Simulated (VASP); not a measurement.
Set up this calculation in VASP 6.6.1, as the native input.

```
Task                   : single point
Functional             : PBEsol
Potentials or basis    : VASP PAW PBE potentials, release 64 (Gd, Mn_pv)
Cutoff                 : 520 eV
k mesh                 : 10 × 10 × 10
Occupations            : gaussian, width 0.05 eV
Spin                   : collinear spin, ferrimagnetic start
Starting moments       : [7.89, -3.61] μB
Dipole correction      : no
Further INCAR settings : ALGO = Normal; EDIFF = 1e-06; NBANDS = 26
```

The structure of GdMn lies in POSCAR:

```
GdMn
1.0
    3.4703629459      0.0000000000      0.0000000000
    0.0000000000      3.4703629459      0.0000000000
    0.0000000000      0.0000000000      3.4703629459
Gd Mn
1 1
Direct
    0.0000000000      0.0000000000      0.0000000000
    0.5000000000      0.5000000000      0.5000000000
```

This cell differs from its parent crystal: volume scaled by 1.020.

The input as run:

INCAR

```
PREC = Accurate
ENCUT = 520
EDIFF = 1E-6
ISMEAR = 0
SIGMA = 0.05
LREAL = F
LASPH = T
NELM = 150
ALGO = Normal
ISIF = 2
LWAVE = F
LCHARG = T
ISPIN = 2
MAGMOM = 7.89 -3.61
LORBIT = 11
LMAXMIX = 6
GGA = PS
LELF = T
LVHAR = T
NBANDS = 26
```

KPOINTS

```
Automatic mesh
0
Gamma
  10 10 10
```

Potentials or basis: VASP PAW PBE potentials, release 64 (Gd, Mn_pv).

Launch:

```console
$ cat potpaw_PBE.64/Gd/POTCAR potpaw_PBE.64/Mn_pv/POTCAR > POTCAR
$ mpirun -np 1 vasp_std > vasp.out
```

Results of the run:

| Property | Result |
| --- | --- |
| Pressure | -0.9 GPa |
| Net moment | 4.10 μB per cell |
| Site moments | Gd +7.00; Mn -3.26 μB |
| Valence electrons inside the program's atomic spheres | Gd 15.27; Mn 11.56 |

Caveat: the PAW data sets were made with another functional, which shifts forces and pressure a little.

It took 8.7 min on 1 thread of Oxide Virtual Turin-like Processor (shared host), peak memory 0.22 GiB.
